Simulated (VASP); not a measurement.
# AlCo (P-1) in VASP: further runs, part 2 of 2

VASP 6.6.1.

### 6 Single point, PBEsol+D3(BJ), collinear spin, ferromagnetic start (10.98 Å³/atom)

This run uses another cell than the first one, of 10.98 Å³/atom.

File INCAR:

```
SYSTEM = AlCo
ALGO = Normal
EDIFF = 1E-7
ENCUT = 520
GGA = PS
ISIF = 2
ISMEAR = -1
ISPIN = 2
IVDW = 12
LASPH = .TRUE.
LCHARG = .FALSE.
LMAXMIX = 4
LORBIT = 11
LREAL = .FALSE.
LWAVE = .FALSE.
MAGMOM = 2 0
NBANDS = 17
NELM = 150
PREC = Accurate
SIGMA = 0.02
```

File KPOINTS:

```
k-points
0
G
  9 9 9
  0 0 0
```

File POSCAR:

```
AlCo
1.0
    2.8049431068     -0.0070394348      0.0040317576
   -0.0070394348      2.7942761828      0.0637005776
    0.0040317576      0.0637005776      2.8037094426
Co Al
1 1
Direct
    0.5000000000      0.5000000000      0.5000000000
    0.0000000000      0.0000000000      0.0000000000
```

Potentials or basis: VASP PAW PBE potentials, release 64 (Co, Al).

Launch:

```
$ cat potpaw_PBE.64/Co/POTCAR potpaw_PBE.64/Al/POTCAR > POTCAR
$ mpirun -np 1 vasp_std > vasp.out
```

OUTCAR:

```text
SYSTEM = AlCo
   EDIFF = 1E-7
   ENCUT = 520
   GGA = PS
   ISIF = 2
   ISMEAR = -1
   ISPIN = 2
   IVDW = 12
   LASPH = .TRUE.
   LORBIT = 11
   LREAL = .FALSE.
   NELM = 150
   PREC = Accurate
 IVDW          = 12

 ion  position               nearest neighbor table
   1  0.500  0.500  0.500-   2 2.38   2 2.38   2 2.40   2 2.40   2 2.46   2 2.46   2 2.46   2 2.46

   2  0.000  0.000  0.000-   1 2.38   1 2.38   1 2.40   1 2.40   1 2.46   1 2.46   1 2.46   1 2.46

  LATTYP: Found a triclinic cell.
 ALAT       =     2.7950110381
 B/A-ratio  =     1.3840048992
 C/A-ratio  =     1.7633831351
 COS(alpha) =     0.0004483915
 COS(beta)  =     0.5958180416
 COS(gamma) =     0.6895619151

  Lattice vectors:

 A1 = (  -0.0070394348,   2.7942761828,   0.0637005776)
 A2 = (  -0.0110711924,   2.7305756052,  -2.7400088650)
 A3 = (  -2.8079507840,   2.8650161952,   2.8633782626)

Analysis of symmetry for initial positions (statically):
=====================================================================
 Subroutine PRICEL returns:
 Original cell was already a primitive cell.

 Routine SETGRP: Setting up the symmetry group for a
 triclinic supercell.

 Subroutine GETGRP returns: Found  2 space group operations
 (whereof  2 operations were pure point group operations)
 out of a pool of  2 trial point group operations.

The static configuration has the point symmetry S_2 .

Analysis of symmetry for dynamics (positions and initial velocities):
=====================================================================
 Subroutine PRICEL returns:
 Original cell was already a primitive cell.

 Routine SETGRP: Setting up the symmetry group for a
 triclinic supercell.

 Subroutine GETGRP returns: Found  2 space group operations
 (whereof  2 operations were pure point group operations)
 out of a pool of  2 trial point group operations.

The dynamic configuration has the point symmetry S_2 .

Analysis of structural, dynamic, and magnetic symmetry:
=====================================================================
 Subroutine PRICEL returns:
 Original cell was already a primitive cell.

 Routine SETGRP: Setting up the symmetry group for a
 triclinic supercell.

 Subroutine GETGRP returns: Found  2 space group operations
 (whereof  2 operations were pure point group operations)
 out of a pool of  2 trial point group operations.

The overall configuration has the point symmetry S_2 .

 Subroutine INISYM returns: Found  2 space group operations
 (whereof  2 operations are pure point group operations),
 and found     1 'primitive' translations

----------------------------------------------------------------------------------------

                                     Primitive cell

  volume of cell :      21.9633

  direct lattice vectors                    reciprocal lattice vectors
     2.804943107 -0.007039435  0.004031758     0.356516521  0.000910307 -0.000533356
    -0.007039435  2.794276183  0.063700578     0.000910307  0.358062211 -0.008136521
     0.004031758  0.063700578  2.803709443    -0.000533356 -0.008136521  0.356855970

  length of vectors
     2.804954838  2.795011038  2.804435889     0.356518082  0.358155802  0.356949115

  position of ions in fractional coordinates (direct lattice)
     0.500000000  0.500000000  0.500000000
     0.000000000  0.000000000  0.000000000

  ion indices of the primitive-cell ions
   primitive index   ion index
                 1           1
                 2           2
[... 70 lines left out ...]
   ENCUT  =  520.0 eV  38.22 Ry    6.18 a.u.   5.22  5.20  5.21*2*pi/ulx,y,z
   NELM   =    150;   NELMIN=  2; NELMDL= -5     # of ELM steps
   EDIFF  = 0.1E-06   stopping-criterion for ELM
   LREAL  =      F    real-space projection
   EDIFFG = 0.1E-05   stopping-criterion for IOM
   NSW    =      0    number of steps for IOM
   IBRION =     -1    ionic relax: 0-MD 1-quasi-New 2-CG
   NFREE  =      0    steps in history (QN), initial steepest desc. (CG)
   ISIF   =      2    stress and relaxation
   ISYM   =      2    0-nonsym 1-usesym 2-fastsym
   POTIM  = 0.5000    time-step for ionic-motion
   TEBEG  =    0.0;   TEEND  =   0.0 temperature during run
   PSTRESS=    0.0 pullay stress
   NELECT =      12.0000    total number of electrons
   NUPDOWN=      -1.0000    fix difference up-down
   EMIN   =  10.00;   EMAX   =-10.00  energy-range for DOS
   EFERMI =   0.00;   METHOD = LEGACY
   ISMEAR =    -1;   SIGMA  =   0.02  broadening in eV -4-tet -1-fermi 0-gaus
   EFERMI_NEDOS =   21; number of points for ismear=-14 and -15
   IALGO  =     38    algorithm
   IMIX   =      4    mixing-type and parameters
     AMIX     =   0.40;   BMIX     =  1.00
     AMIX_MAG =   1.60;   BMIX_MAG =  1.00
  volume/ion in A,a.u.               =      10.98        74.11
  Fermi-wavevector in a.u.,A,eV,Ry     =   1.338349  2.529113 24.370454  1.791178
  Thomas-Fermi vector in A             =   2.466826
   LORBIT       =     11    0 simple, 1 ext, 2 COOP (PROOUT), +10 PAW based schemes
   GGA     = PS    functional components
   LHFCALC =     F    Hartree Fock is set to
   AEXX    =    0.0000 exact exchange contribution
   IVDW    =    12    specifies the selected vdW correction
   LEPSILON=     F    determine dielectric tensor
   LRPA    =     F    only Hartree local field effects (RPA)
 spin polarized calculation
  energy-cutoff  :      520.00
  volume of cell :       21.96
 maximum number of plane-waves:       603
 NGX is ok and might be reduce to    24
   NGX = 11   NGY = 11   NGZ = 11

 number of electron      11.9999998 magnetization       0.0000146

 number of electron      11.9999998 magnetization      -0.0000375

 Free energy of the ion-electron system (eV)
  ---------------------------------------------------
  ext. energy  EPLUGINS =         0.00000000
  ---------------------------------------------------
  free energy    TOTEN  =       -13.05406497 eV

  energy without entropy =      -13.05352684  energy(sigma->0) =      -13.05379591

 E-fermi :  11.1376     XC(G=0): -12.6434

 val. band max:       11.1351930021   @ k =  -0.1111   0.4444   0.4444
 cond. band min:      11.2575209265   @ k =  -0.0000  -0.3333   0.4444
 fundamental gap:      0.1223279244
 Fermi energy:        11.1376439835

 spin component 1

 k-point     1 :       0.0000    0.0000    0.0000
  band No.  band energies     occupation
      1      -0.2621      1.00000
      2       7.9326      1.00000
      3       7.9534      1.00000
      4      10.2103      1.00000
      5      10.2821      1.00000
      6      10.3506      1.00000
[... 459 lines left out ...]
      6      10.3708      1.00000
[... 9 lines left out ...]
     16      33.2174      0.00000
     17      34.0710      0.00000

 [... further k-points ...]

 spin component 2

 k-point     1 :       0.0000    0.0000    0.0000
  band No.  band energies     occupation
      1      -0.2621      1.00000
      2       7.9326      1.00000
      3       7.9533      1.00000
      4      10.2103      1.00000
      5      10.2820      1.00000
      6      10.3506      1.00000
[... 459 lines left out ...]
      6      10.3707      1.00000
[... 9 lines left out ...]
     16      33.2174      0.00000
     17      34.0709      0.00000

 [... further k-points ...]

------------------------ aborting loop because EDIFF is reached ----------------------------------------

 Edisp (eV)   -0.84736

 E8    (eV) :    -0.5660

  FORCE on cell =-STRESS in cart. coord.  units (eV):
  Direction    XX          YY          ZZ          XY          YZ          ZX
  --------------------------------------------------------------------------------------
  -------------------------------------------------------------------------------------
  Total      -0.16504    -0.06880    -0.17512     0.12510    -1.04323    -0.08244
  in kB     -12.03905    -5.01863   -12.77499     9.12586   -76.10164    -6.01387
  external pressure =       -9.94 kB  Pullay stress =        0.00 kB

 VOLUME and BASIS-vectors are now :
 -----------------------------------------------------------------------------
  energy-cutoff  :      520.00
  volume of cell :       21.96
      direct lattice vectors                 reciprocal lattice vectors
     2.804943107 -0.007039435  0.004031758     0.356516521  0.000910307 -0.000533356
    -0.007039435  2.794276183  0.063700578     0.000910307  0.358062211 -0.008136521
     0.004031758  0.063700578  2.803709443    -0.000533356 -0.008136521  0.356855970

 POSITION                                       TOTAL-FORCE (eV/Angst)
 -----------------------------------------------------------------------------------
      1.40097      1.42547      1.43572         0.000000     -0.000000      0.000000
      0.00000      0.00000      0.00000        -0.000000      0.000000      0.000000
 -----------------------------------------------------------------------------------
    total drift:                                0.000000      0.000000     -0.000000

  FREE ENERGIE OF THE ION-ELECTRON SYSTEM (eV)
  ---------------------------------------------------
  free  energy   TOTEN  =       -13.9014274843 eV

  energy  without entropy=      -13.9008893544  energy(sigma->0) =      -13.90115842

 total charge

# of ion       s       p       d       tot
------------------------------------------
    1        0.457   0.553   7.554   8.563
    2        0.401   0.453   0.000   0.854
--------------------------------------------------
tot          0.858   1.005   7.554   9.417

 magnetization (x)

# of ion       s       p       d       tot
------------------------------------------
    1        0.000   0.000  -0.000  -0.000
    2       -0.000   0.000   0.000  -0.000
--------------------------------------------------
tot         -0.000   0.000  -0.000  -0.000
```

OSZICAR:

```text
N       E                     dE             d eps       ncg     rms          rms(c)
DAV:   1     0.372041834771E+02    0.37204E+02   -0.49182E+03 25532   0.755E+02
DAV:   2    -0.124458217658E+02   -0.49650E+02   -0.44186E+02 28374   0.153E+02
DAV:   3    -0.144715769473E+02   -0.20258E+01   -0.19899E+01 29581   0.326E+01
DAV:   4    -0.145006380313E+02   -0.29061E-01   -0.29044E-01 30073   0.349E+00
DAV:   5    -0.145014722108E+02   -0.83418E-03   -0.83412E-03 30680   0.635E-01    0.148E+01
DAV:   6    -0.171712377721E+02   -0.26698E+01   -0.49145E+01 27473   0.763E+01    0.167E+01
DAV:   7    -0.130866795748E+02    0.40846E+01   -0.25948E+01 28132   0.485E+01    0.253E+00
DAV:   8    -0.130690068476E+02    0.17673E-01   -0.17073E-01 30340   0.267E+00    0.135E+00
DAV:   9    -0.130545188327E+02    0.14488E-01   -0.44636E-02 31976   0.143E+00    0.726E-01
DAV:  10    -0.130539967071E+02    0.52213E-03   -0.10168E-03 29688   0.266E-01    0.224E-01
DAV:  11    -0.130540707060E+02   -0.73999E-04   -0.76356E-04 33644   0.205E-01    0.106E-01
DAV:  12    -0.130540619319E+02    0.87741E-05   -0.92334E-05 34108   0.698E-02    0.416E-02
DAV:  13    -0.130540654325E+02   -0.35006E-05   -0.89605E-06 28355   0.286E-02    0.201E-02
DAV:  14    -0.130540651538E+02    0.27865E-06   -0.22336E-06 31699   0.129E-02    0.550E-03
DAV:  15    -0.130540649824E+02    0.17145E-06   -0.24458E-07 15474   0.403E-03    0.136E-03
DAV:  16    -0.130540649748E+02    0.76153E-08   -0.11887E-08 13505   0.939E-04
   1 F= -.13901427E+02 E0= -.13901158E+02  d E =-.538130E-03  mag=    -0.0000
```

It took 93 s on 1 thread of Intel Xeon 6975P-C (Granite Rapids), shared host; peak memory 0.32 GiB.

What came out:

```
Free energy                                           : -13.9014 eV
Pressure                                              : -1.0 GPa
Band gap on the k mesh                                : zero (filled and empty bands overlap)
Net moment                                            : 0.00 μB per cell
Valence electrons inside the program's atomic spheres : Co 8.56; Al 0.85
Dispersion energy per atom                            : -0.424 eV
```

Levels at points of the mesh, in eV from the Fermi level:
Spin up:
| k point | band 4 | band 5 | band 6 | band 7 | band 8 | band 9 |
| --- | --- | --- | --- | --- | --- | --- |
| (0.00, 0.00, 0.00) | -0.93 | -0.86 | -0.79 | 6.17 | 6.21 | 6.45 |
Spin down:
| k point | band 4 | band 5 | band 6 | band 7 | band 8 | band 9 |
| --- | --- | --- | --- | --- | --- | --- |
| (0.00, 0.00, 0.00) | -0.93 | -0.86 | -0.79 | 6.17 | 6.21 | 6.45 |

Caveat: the PAW data sets were made with another functional, which shifts forces and pressure a little.
